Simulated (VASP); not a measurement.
# ZrS2: single point with HSE06

ZrS2:

```
Zr S
1.0
     3.67440    0.00000    0.00000
    -1.83720    3.18212    0.00000
     0.00000    0.00000    5.85686
Zr S
1 2
Cartesian
  0.0000 0.0000 0.0000
  0.0000 2.1214 1.4421
  1.8372 1.0607 4.4147
```

```yaml
Program: VASP 6.6.1
Task: single point
Functional: HSE06
Potentials_or_basis: VASP PAW PBE potentials, release 64 (Zr_sv, S)
Cutoff: 400 eV
k_mesh: 6 × 6 × 4
Occupations: gaussian, width 0.01 eV
Spin: no spin polarisation
```

```json
{
 "Pressure": "0.0 GPa",
 "Largest force": "0.185 eV/Å",
 "Band gap on the k mesh": "1.68 eV (least direct gap 2.38 eV)"
}
```

Forces on the atoms (eV/Å):
```
Zr   0.000  0.000  0.000
S    0.000  0.000 -0.185
S    0.000  0.000  0.185
```

Stress tensor (GPa, compression positive):
```
-0.25  0.00  0.00
 0.00 -0.25  0.00
 0.00  0.00  0.46
```

Levels at points of the mesh, in eV from the valence-band top:
```tsv
k point	band 10	band 11	band 12	band 13	band 14	band 15
(0.00, 0.00, 0.00)	-0.19	-0.19	0.00	2.38	2.38	3.29
(0.50, 0.00, 0.00)	-2.75	-2.11	-1.49	1.84	4.28	4.58
(0.00, 0.00, 0.50)	-1.98	-0.34	-0.34	2.34	2.34	3.64
(0.50, 0.00, 0.50)	-2.56	-1.19	-0.93	1.68	4.26	4.58
```

It took 31 min on 1 thread of AMD EPYC 9R45 96-Core Processor (Zen 5) (shared host), peak memory 0.25 GiB.

Caveat: the PAW data sets were made with another functional, which shifts forces and pressure a little; this functional lacks dispersion, which binds the layers, so the pressure and a relaxed spacing across them are unreliable. A k mesh can miss the band edges.
